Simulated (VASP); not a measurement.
# B (I4_1/amd) in VASP: further runs

Runs on B. Level: PBE. Tasks: single point.

Everything below comes from runs of VASP 6.6.1. Logs are shortened: lines on timing, memory, paths and dates and some standing lists are left out, and cuts for length are marked.

### 1 The cell of the first run

It takes space group I4_1/amd (No. 141, tetragonal). Conventional cell: a = 3.011 Å, b = 3.011 Å, c = 1.410 Å, α = 90.00°, β = 90.00°, γ = 90.00°. B (site symmetry -4m2) has 10 B at 1.41 to 1.84 Å within 1.9 Å.

### 2 Single point, PBE (3.20 Å³/atom)

Input file POSCAR:

```
B
1.0
   -1.5055928028      1.5055928028      0.7048948715
    1.5055928028     -1.5055928028      0.7048948715
    1.5055928028      1.5055928028     -0.7048948715
B
2
Direct
   -0.3750000000     -0.1250000000     -0.2500000000
    0.3750000000      0.1250000000      0.2500000000
```

Input file INCAR.step1:

```
SYSTEM = B
ALGO = Normal ; EDIFF = 1E-6
ENCUT = 520 ; GGA = PE
ISIF = 2 ; ISMEAR = -1
LASPH = .True. ; LCHARG = .True.
LREAL = .False. ; LWAVE = .False.
NBANDS = 10 ; NELM = 80
PREC = Accurate ; SIGMA = 0.05
```

Input file KPOINTS.step1:

```
k-points
0
Gamma
  21 21 21
  0 0 0
```

Input file INCAR.step2:

```
SYSTEM = B
ALGO = Normal ; EDIFF = 1E-6
ENCUT = 520 ; GGA = PE
ICHARG = 11 ; ISIF = 2
ISMEAR = -5 ; LASPH = .True.
LCHARG = .False. ; LORBIT = 11
LREAL = .False. ; LWAVE = .False.
NBANDS = 10 ; NEDOS = 1001
NELM = 80 ; PREC = Accurate
SIGMA = 0.05
```

Input file KPOINTS.step2:

```
k-points
0
Gamma
  32 32 32
  0 0 0
```

Potentials or basis: VASP PAW PBE potentials, release 64 (B).

Launch:

```
cat potpaw_PBE.64/B/POTCAR > POTCAR
cp INCAR.step1 INCAR
cp KPOINTS.step1 KPOINTS
mpirun -np 1 vasp_std > vasp.out
cp INCAR.step2 INCAR
cp KPOINTS.step2 KPOINTS
mpirun -np 1 vasp_std > vasp.out
```

OUTCAR:

```text
SYSTEM = B
   EDIFF = 1E-6
   ENCUT = 520
   GGA = PE
   ICHARG = 11
   ISIF = 2
   ISMEAR = -5
   LASPH = .True.
   LORBIT = 11
   LREAL = .False.
   NELM = 80
   PREC = Accurate

 ion  position               nearest neighbor table
   1  0.625  0.875  0.750-   2 1.55   2 1.55   2 1.55   2 1.55   2 1.84   2 1.84   2 1.84   2 1.84

   2  0.375  0.125  0.250-   1 1.55   1 1.55   1 1.55   1 1.55   1 1.84   1 1.84   1 1.84   1 1.84

  LATTYP: Found a body centered tetragonal cell.
 ALAT       =     3.0111856056
 C/A-ratio  =     0.4681842728

  Lattice vectors:

 A1 = (  -1.5055928028,   1.5055928028,   0.7048948715)
 A2 = (   1.5055928028,  -1.5055928028,   0.7048948715)
 A3 = (   1.5055928028,   1.5055928028,  -0.7048948715)

Analysis of symmetry for initial positions (statically):
=====================================================================
 Subroutine PRICEL returns:
 Original cell was already a primitive cell.

 Routine SETGRP: Setting up the symmetry group for a
 body centered tetragonal supercell.

 Subroutine GETGRP returns: Found 16 space group operations
 (whereof  4 operations were pure point group operations)
 out of a pool of 16 trial point group operations.

The static configuration has the point symmetry C_2h.
 The point group associated with its full space group is D_4h.

Analysis of symmetry for dynamics (positions and initial velocities):
=====================================================================
 Subroutine PRICEL returns:
 Original cell was already a primitive cell.

 Routine SETGRP: Setting up the symmetry group for a
 body centered tetragonal supercell.

 Subroutine GETGRP returns: Found 16 space group operations
 (whereof  4 operations were pure point group operations)
 out of a pool of 16 trial point group operations.

The dynamic configuration has the point symmetry C_2h.
 The point group associated with its full space group is D_4h.

 Subroutine INISYM returns: Found 16 space group operations
 (whereof  4 operations are pure point group operations),
 and found     1 'primitive' translations

----------------------------------------------------------------------------------------

                                     Primitive cell

  volume of cell :       6.3915

  direct lattice vectors                    reciprocal lattice vectors
    -1.505592803  1.505592803  0.704894871     0.000000000  0.332095105  0.709325632
     1.505592803 -1.505592803  0.704894871     0.332095105  0.000000000  0.709325632
     1.505592803  1.505592803 -0.704894871     0.332095105  0.332095105  0.000000000

  length of vectors
     2.242876759  2.242876759  2.242876759     0.783217729  0.783217729  0.469653402

  position of ions in fractional coordinates (direct lattice)
     0.625000000  0.875000000  0.750000000
     0.375000000  0.125000000  0.250000000

  ion indices of the primitive-cell ions
   primitive index   ion index
                 1           1
                 2           2

----------------------------------------------------------------------------------------

 KPOINTS: k-points

Automatic generation of k-mesh.
 Grid dimensions read from file:
 generate k-points for:   32   32   32

 Generating k-lattice:

  Cartesian coordinates                     Fractional coordinates (reciprocal lattice)
     0.000000000  0.010377972  0.022166426     0.031250000  0.000000000  0.000000000
     0.010377972  0.000000000  0.022166426     0.000000000  0.031250000  0.000000000
     0.010377972  0.010377972  0.000000000     0.000000000  0.000000000  0.031250000

  Length of vectors
     0.024475554  0.024475554  0.014676669

  Shift w.r.t. Gamma in fractional coordinates (k-lattice)
     0.000000000  0.000000000  0.000000000

 TETIRR: Found  80742 inequivalent tetrahedra from   196608

 Subroutine IBZKPT returns following result:
 ===========================================

 Found   2393 irreducible k-points:

 Following reciprocal coordinates:
            Coordinates               Weight
  0.000000  0.000000  0.000000      1.000000
  0.031250  0.000000  0.000000      8.000000
  0.062500  0.000000  0.000000      8.000000
  0.093750  0.000000 -0.000000      8.000000
  0.125000  0.000000  0.000000      8.000000
  0.156250  0.000000  0.000000      8.000000
[... 16 lines left out ...]
  0.187500  0.031250  0.000000     16.000000
  0.218750  0.031250  0.000000     16.000000
 [... further k-points ...]
   k-points           NKPTS =   2393   k-points in BZ     NKDIM =   2393   number of bands    NBANDS=     10
   number of dos      NEDOS =   1001   number of ions     NIONS =      2
   total plane-waves  NPLWV =   5832
   dimension x,y,z NGX =    18 NGY =   18 NGZ =   18
   dimension x,y,z NGXF=    36 NGYF=   36 NGZF=   36
   ions per type =               2
   NGX,Y,Z   is equivalent  to a cutoff of  13.34, 13.34, 13.34 a.u.
   NGXF,Y,Z  is equivalent  to a cutoff of  26.68, 26.68, 26.68 a.u.
 SYSTEM =  B
   PREC   = accura    normal or accurate (medium, high low for compatibility)
   ISTART =      0    job   : 0-new  1-cont  2-samecut
   ICHARG =     11    charge: 1-file 2-atom 10-const
   ISPIN  =      1    spin polarized calculation?
   LNONCOLLINEAR =      F non collinear calculations
   LSORBIT =      F    spin-orbit coupling
   LASPH  =      T    aspherical Exc in radial PAW
   ENCUT  =  520.0 eV  38.22 Ry    6.18 a.u.   4.17  4.17  4.17*2*pi/ulx,y,z
   NELM   =     80;   NELMIN=  2; NELMDL=  0     # of ELM steps
   EDIFF  = 0.1E-05   stopping-criterion for ELM
   LREAL  =      F    real-space projection
   EDIFFG = 0.1E-04   stopping-criterion for IOM
   NSW    =      0    number of steps for IOM
   IBRION =     -1    ionic relax: 0-MD 1-quasi-New 2-CG
   NFREE  =      0    steps in history (QN), initial steepest desc. (CG)
   ISIF   =      2    stress and relaxation
   ISYM   =      2    0-nonsym 1-usesym 2-fastsym
   POTIM  = 0.5000    time-step for ionic-motion
   TEBEG  =    0.0;   TEEND  =   0.0 temperature during run
   PSTRESS=    0.0 pullay stress
   NELECT =       6.0000    total number of electrons
   NUPDOWN=      -1.0000    fix difference up-down
   EMIN   =  10.00;   EMAX   =-10.00  energy-range for DOS
   EFERMI =   0.00;   METHOD = LEGACY
   ISMEAR =    -5;   SIGMA  =   0.05  broadening in eV -4-tet -1-fermi 0-gaus
   EFERMI_NEDOS =   21; number of points for ismear=-14 and -15
   IALGO  =     38    algorithm
   IMIX   =      4    mixing-type and parameters
     AMIX     =   0.40;   BMIX     =  1.00
     AMIX_MAG =   1.60;   BMIX_MAG =  1.00
  volume/ion in A,a.u.               =       3.20        21.57
  Fermi-wavevector in a.u.,A,eV,Ry     =   1.602970  3.029174 34.960353  2.569513
  Thomas-Fermi vector in A             =   2.699707
   LORBIT       =     11    0 simple, 1 ext, 2 COOP (PROOUT), +10 PAW based schemes
   GGA     = PE    functional components
   LHFCALC =     F    Hartree Fock is set to
   AEXX    =    0.0000 exact exchange contribution
   IVDW    =     0    specifies the selected vdW correction
   LEPSILON=     F    determine dielectric tensor
   LRPA    =     F    only Hartree local field effects (RPA)
 non-spin polarized calculation
 Fermi weights with tetrahedron method with Bloechl corrections
  energy-cutoff  :      520.00
  volume of cell :        6.39
 maximum number of plane-waves:       190
 NGX is ok and might be reduce to    18

 number of electron       6.0000000 magnetization

 Free energy of the ion-electron system (eV)
  ---------------------------------------------------
  ext. energy  EPLUGINS =         0.00000000
  ---------------------------------------------------
  free energy    TOTEN  =        -3.76243929 eV

  energy without entropy =       -3.76243929  energy(sigma->0) =       -3.76243929

 E-fermi :  17.9894     XC(G=0): -15.7549

 val. band max:       18.1645634340   @ k =   0.5000   0.5000   0.0938
 cond. band min:      17.9432401180   @ k =  -0.0625  -0.3125   0.0625
 fundamental gap:     -0.2213233160
 Fermi energy:        17.9894181195

 k-point     1 :       0.0000    0.0000    0.0000
  band No.  band energies     occupation
      1      -7.8118      2.00000
      2      11.5857      2.00000
      3      11.5857      2.00000
      4      23.9796      0.00000
      5      29.2044      0.00000
      6      38.0672      0.00000
      7      38.0672      0.00000
      8      49.9524      0.00000
      9      52.8767      0.00000
     10      53.2285      0.00000

 k-point     2 :       0.0312    0.0000    0.0000
  band No.  band energies     occupation
      1      -7.7514      2.00000
      2      11.5851      2.00000
      3      11.6468      2.00000
      4      24.1544      0.00000
      5      29.0948      0.00000
      6      37.9323      0.00000
      7      38.1291      0.00000
      8      50.1751      0.00000
      9      51.7450      0.00000
     10      53.2108      0.00000

 k-point     3 :       0.0625    0.0000    0.0000
  band No.  band energies     occupation
      1      -7.5703      2.00000
      2      11.5903      2.00000
      3      11.8276      2.00000
      4      24.6716      0.00000
      5      28.7766      0.00000
      6      37.5538      0.00000
      7      38.3115      0.00000
      8      49.4900      0.00000
      9      50.8113      0.00000
     10      53.1668      0.00000

 k-point     4 :       0.0938    0.0000   -0.0000
  band No.  band energies     occupation
      1      -7.2683      2.00000
      2      11.6197      2.00000
      3      12.1202      2.00000
      4      25.5116      0.00000
      5      28.2800      0.00000
      6      36.9879      0.00000
      7      38.6037      0.00000
      8      47.0426      0.00000
      9      51.5960      0.00000
     10      53.1872      0.00000

 k-point     5 :       0.1250    0.0000    0.0000
  band No.  band energies     occupation
      1      -6.8458      2.00000
      2      11.6970      2.00000
      3      12.5098      2.00000
      4      26.6492      0.00000
      5      27.6480      0.00000
      6      36.2823      0.00000
      7      38.9839      0.00000
      8      44.6097      0.00000
      9      51.9392      0.00000
     10      53.6579      0.00000

 k-point     6 :       0.1562    0.0000    0.0000
  band No.  band energies     occupation
      1      -6.3029      2.00000
      2      11.8460      2.00000
      3      12.9735      2.00000
      4      26.9311      0.00000
      5      28.0549      0.00000
      6      35.4504      0.00000
      7      39.4084      0.00000
      8      42.2905      0.00000
      9      51.5920      0.00000
     10      54.3036      0.00000
[... 183 lines left out ...]
 k-point    21 :       0.1250    0.0312    0.0000
  band No.  band energies     occupation
      1      -6.3919      2.00000
      2      12.1383      2.00000
      3      13.2095      2.00000
      4      26.5532      0.00000
      5      27.5227      0.00000
      6      36.5289      0.00000
      7      39.0954      0.00000
      8      42.3957      0.00000
      9      51.6344      0.00000
     10      53.7258      0.00000

 k-point    22 :       0.1562    0.0312    0.0000
  band No.  band energies     occupation
      1      -5.7524      2.00000
      2      12.4097      2.00000
      3      13.7859      2.00000
      4      25.8290      0.00000
      5      28.9688      0.00000
      6      35.5768      0.00000
      7      39.2457      0.00000
      8      40.5255      0.00000
      9      50.9271      0.00000
     10      53.2962      0.00000

 k-point    23 :       0.1875    0.0312    0.0000
  band No.  band energies     occupation
      1      -4.9950      2.00000
      2      12.7648      2.00000
      3      14.3736      2.00000
      4      25.0503      0.00000
      5      30.7135      0.00000
      6      34.2967      0.00000
      7      38.3234      0.00000
      8      39.8802      0.00000
      9      49.6791      0.00000
     10      51.5091      0.00000

 k-point    24 :       0.2188    0.0312    0.0000
  band No.  band energies     occupation
      1      -4.1216      2.00000
      2      13.2088      2.00000
      3      14.9146      2.00000
      4      24.3180      0.00000
      5      32.6184      0.00000
      6      32.7048      0.00000
      7      37.1278      0.00000
      8      39.4818      0.00000
      9      48.2486      0.00000
     10      49.8773      0.00000

 [... further k-points ...]

------------------------ aborting loop because EDIFF is reached ----------------------------------------

  FORCE on cell =-STRESS in cart. coord.  units (eV):
  Direction    XX          YY          ZZ          XY          YZ          ZX
  --------------------------------------------------------------------------------------
  -------------------------------------------------------------------------------------
  Total       23.6021190     23.6021190     23.5678393     -0.0000000      0.0000000     -0.0000000
  in kB     5916.4633121   5916.4633121   5907.8702572     -0.0000000      0.0000000     -0.0000000
  external PRESSURE =    5913.5989605 kB  Pullay stress =       0.0000000 kB

 VOLUME and BASIS-vectors are now :
 -----------------------------------------------------------------------------
  energy-cutoff  :      520.00
  volume of cell :        6.39
      direct lattice vectors                 reciprocal lattice vectors
    -1.505592803  1.505592803  0.704894871     0.000000000  0.332095105  0.709325632
     1.505592803 -1.505592803  0.704894871     0.332095105  0.000000000  0.709325632
     1.505592803  1.505592803 -0.704894871     0.332095105  0.332095105  0.000000000

 POSITION                                       TOTAL-FORCE (eV/Angst)
 -----------------------------------------------------------------------------------
      1.50559      0.75280      0.52867         0.000000      0.000000     -0.000000
     -0.00000      0.75280      0.17622        -0.000000     -0.000000      0.000000
 -----------------------------------------------------------------------------------
    total drift:                               -0.000000      0.000000      0.000000

  FREE ENERGIE OF THE ION-ELECTRON SYSTEM (eV)
  ---------------------------------------------------
  free  energy   TOTEN  =        -3.7624392891 eV

  energy  without entropy=       -3.7624392891  energy(sigma->0) =       -3.76243929

 total charge

# of ion       s       p       d       tot
------------------------------------------
    1        0.934   2.083   0.000   3.017
    2        0.934   2.083   0.000   3.017
--------------------------------------------------
tot          1.867   4.167   0.000   6.034
```

Wall time 82 s (1 thread of Intel Xeon 6975P-C (Granite Rapids), shared host); peak memory 0.39 GiB.

Caveat: tetrahedron occupations give inexact forces and stress in metals.

### 3 Single point, PBE (5.59 Å³/atom)

This run uses another cell than the first one, of 5.59 Å³/atom.

Input file POSCAR:

```
B
1.0
   -1.8911083568      1.8911083568      0.7818881516
    1.8911083568     -1.8911083568      0.7818881516
    1.8911083568      1.8911083568     -0.7818881516
B
2
Direct
   -0.3750000000     -0.1250000000     -0.2500000000
    0.3750000000      0.1250000000      0.2500000000
```

Input file INCAR.step1:

```
  PREC = Accurate
  ENCUT = 520
  EDIFF = 1E-6
  ISMEAR = -1
  SIGMA = 0.05
  LREAL = F
  LASPH = T
  NELM = 100
  ALGO = Normal
  ISIF = 2
  LWAVE = F
  LCHARG = T
  GGA = PE
  NBANDS = 10
```

Input file KPOINTS.step1:

```
regular mesh
0
Gamma
  21 21 21
```

Input file INCAR.step2:

```
  PREC = Accurate
  ENCUT = 520
  EDIFF = 1E-6
  ISMEAR = -5
  SIGMA = 0.05
  LREAL = F
  LASPH = T
  NELM = 100
  ALGO = Normal
  ISIF = 2
  LWAVE = F
  LCHARG = F
  GGA = PE
  LORBIT = 10
  NEDOS = 2001
  ICHARG = 11
```

Input file KPOINTS.step2:

```
regular mesh
0
Gamma
  32 32 32
```

Potentials or basis: VASP PAW PBE potentials, release 64 (B).

Launch:

```
cat potpaw_PBE.64/B/POTCAR > POTCAR
cp INCAR.step1 INCAR
cp KPOINTS.step1 KPOINTS
mpirun -np 1 vasp_std > vasp.out
cp INCAR.step2 INCAR
cp KPOINTS.step2 KPOINTS
mpirun -np 1 vasp_std > vasp.out
```

It took 91 s on 1 thread of Intel Xeon 6975P-C (Granite Rapids), shared host; peak memory 0.38 GiB.

Results (log left out):

```yaml
Valence_electrons_inside_the_program's_atomic_spheres: B 2.11
```

Levels at points of the mesh, in eV from the Fermi level:
```
           k point  band 1  band 2  band 3  band 4  band 5  band 6
(0.00, 0.00, 0.00)  -19.09   -5.52   -5.52    0.70    4.99    9.81
(0.50, 0.00, 0.00)   -8.32   -5.05    0.71    2.64    5.48    8.24
(0.50, 0.50, 0.00)  -14.94  -14.94   -0.67   -0.67    4.75    4.75
(0.50, 0.50, 0.50)  -11.64  -11.64   -9.70   -9.70   13.62   13.62
```

Caveat: tetrahedron occupations give inexact forces and stress in metals.

### 4 Single point, PBE (6.39 Å³/atom)

This run uses another cell than the first one, of 6.39 Å³/atom.

Input file POSCAR:

```
B
1.0
   -2.0132566830      2.0132566830      0.7884444633
    2.0132566830     -2.0132566830      0.7884444633
    2.0132566830      2.0132566830     -0.7884444633
B
2
Direct
   -0.3750000000     -0.1250000000     -0.2500000000
    0.3750000000      0.1250000000      0.2500000000
```

Input file INCAR.step1:

```
SYSTEM = B
ALGO = Normal
EDIFF = 1E-7
ENCUT = 520
GGA = PE
ISIF = 2
ISMEAR = -1
LASPH = .TRUE.
LCHARG = .TRUE.
LREAL = .FALSE.
LWAVE = .FALSE.
NBANDS = 10
NELM = 100
PREC = Accurate
SIGMA = 0.05
```

Input file KPOINTS.step1:

```
k-points
0
G
  21 21 21
  0 0 0
```

Input file INCAR.step2:

```
SYSTEM = B
ALGO = Normal
EDIFF = 1E-7
ENCUT = 520
GGA = PE
ICHARG = 11
ISIF = 2
ISMEAR = -5
LASPH = .TRUE.
LCHARG = .FALSE.
LORBIT = 10
LREAL = .FALSE.
LWAVE = .FALSE.
NBANDS = 10
NEDOS = 1001
NELM = 100
PREC = Accurate
SIGMA = 0.05
```

Input file KPOINTS.step2:

```
k-points
0
G
  32 32 32
  0 0 0
```

Launch:

```
cat potpaw_PBE.64/B/POTCAR > POTCAR
cp INCAR.step1 INCAR
cp KPOINTS.step1 KPOINTS
mpirun -np 1 vasp_std > vasp.out
cp INCAR.step2 INCAR
cp KPOINTS.step2 KPOINTS
mpirun -np 1 vasp_std > vasp.out
```

It took 1.9 min on 1 thread of Intel Xeon 6975P-C (Granite Rapids), shared host; peak memory 0.5 GiB.

It converged, with:

- Valence electrons inside the program's atomic spheres: B 2.00

Levels at points of the mesh, in eV from the Fermi level:
```
           k point  band 1  band 2  band 3  band 4  band 5  band 6
(0.00, 0.00, 0.00)  -17.50   -5.22   -5.22   -1.20    4.90    7.85
(0.50, 0.00, 0.00)   -7.19   -4.57    1.37    3.51    5.48    8.61
(0.50, 0.50, 0.00)  -13.78  -13.78   -0.99   -0.99    3.16    3.16
(0.50, 0.50, 0.50)  -10.35  -10.35   -9.68   -9.68   10.97   10.97
```

Caveat: tetrahedron occupations give inexact forces and stress in metals.

### 5 Single point, PBE (5.59 Å³/atom)

This run uses another cell than the first one, of 5.59 Å³/atom.

Input file POSCAR:

```
B
1.0
   -1.8911083568      1.8911083568      0.7818881516
    1.8911083568     -1.8911083568      0.7818881516
    1.8911083568      1.8911083568     -0.7818881516
B
2
Direct
   -0.3750000000     -0.1250000000     -0.2500000000
    0.3750000000      0.1250000000      0.2500000000
```

Edit INCAR.step1 of step 4 so:

```diff
@@ -2,3 +2,3 @@
 ALGO = Normal
-EDIFF = 1E-7
+EDIFF = 1E-6
 ENCUT = 520
@@ -12,3 +12,3 @@
 NBANDS = 10
-NELM = 100
+NELM = 60
 PREC = Accurate
```

KPOINTS.step1 is that of step 4.

Input file INCAR.step2:

```
SYSTEM = B
ALGO = Normal
EDIFF = 1E-6
ENCUT = 520
GGA = PE
ICHARG = 11
ISIF = 2
ISMEAR = -5
LASPH = .TRUE.
LCHARG = .FALSE.
LORBIT = 11
LREAL = .FALSE.
LWAVE = .FALSE.
NEDOS = 2001
NELM = 60
PREC = Accurate
SIGMA = 0.05
```

KPOINTS.step2 is that of step 4.

Launch:

```
cat potpaw_PBE.64/B/POTCAR > POTCAR
cp INCAR.step1 INCAR
cp KPOINTS.step1 KPOINTS
mpirun -np 1 vasp_std > vasp.out
cp INCAR.step2 INCAR
cp KPOINTS.step2 KPOINTS
mpirun -np 1 vasp_std > vasp.out
```

It took 1.7 min on 1 thread of Intel Xeon Platinum 8488C (Sapphire Rapids), shared host; peak memory 0.38 GiB.

It converged, with:

- Valence electrons inside the program's atomic spheres: B 2.11

Levels at points of the mesh, in eV from the Fermi level:
```csv
k point,band 1,band 2,band 3,band 4,band 5,band 6,band 7
"(0.00, 0.00, 0.00)",-19.09,-5.52,-5.52,0.70,4.99,9.81,9.81
"(0.50, 0.00, 0.00)",-8.32,-5.05,0.71,2.64,5.48,8.24,13.28
"(0.50, 0.50, 0.00)",-14.94,-14.94,-0.67,-0.67,4.75,4.75,21.89
"(0.50, 0.50, 0.50)",-11.64,-11.64,-9.70,-9.70,13.62,13.62,25.92
```

Caveat: tetrahedron occupations give inexact forces and stress in metals.

[end of part 1 of 2]
